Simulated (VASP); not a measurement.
Set up this calculation in VASP 6.6.1, as the native input.

```yaml
Task: single point
Functional: PBEsol
Potentials_or_basis: VASP PAW PBE potentials, release 64 (Au)
Cutoff: 520 eV
k_mesh: 18 × 18 × 18
Occupations: gaussian, width 0.1 eV
Spin: no spin polarisation
Dipole_correction: no
Further_INCAR_settings: ALGO = Normal; EDIFF = 1e-06; NBANDS = 12
```

The structure of Au lies in POSCAR:

```
Au
1.0
    0.0000000000      2.0419343717      2.0419343717
    2.0419343717      0.0000000000      2.0419343717
    2.0419343717      2.0419343717      0.0000000000
Au
1
Direct
    0.0000000000      0.0000000000      0.0000000000
```

The input as run:

INCAR

```
SYSTEM = Au
ALGO = Normal
EDIFF = 1E-6
ENCUT = 520
GGA = PS
ISIF = 2
ISMEAR = 0
LASPH = .True.
LCHARG = .False.
LREAL = .False.
LWAVE = .False.
NBANDS = 12
NELM = 60
PREC = Accurate
SIGMA = 0.1
```

KPOINTS

```
k-points
0
Gamma
  18 18 18
  0 0 0
```

Potentials or basis: VASP PAW PBE potentials, release 64 (Au).

Run with:

```console
$ cat potpaw_PBE.64/Au/POTCAR > POTCAR
$ mpirun -np 1 vasp_std > vasp.out
```

Results of the run:

```json
{"Pressure": "-0.3 GPa"}
```

Caveat: the PAW data sets were made with another functional, which shifts forces and pressure a little.

Wall time 22 s on 1 thread of Intel(R) Xeon(R) Platinum 8259CL CPU @ 2.50GHz (Skylake/Cascade Lake), with other jobs on the host, peak memory 0.17 GiB.
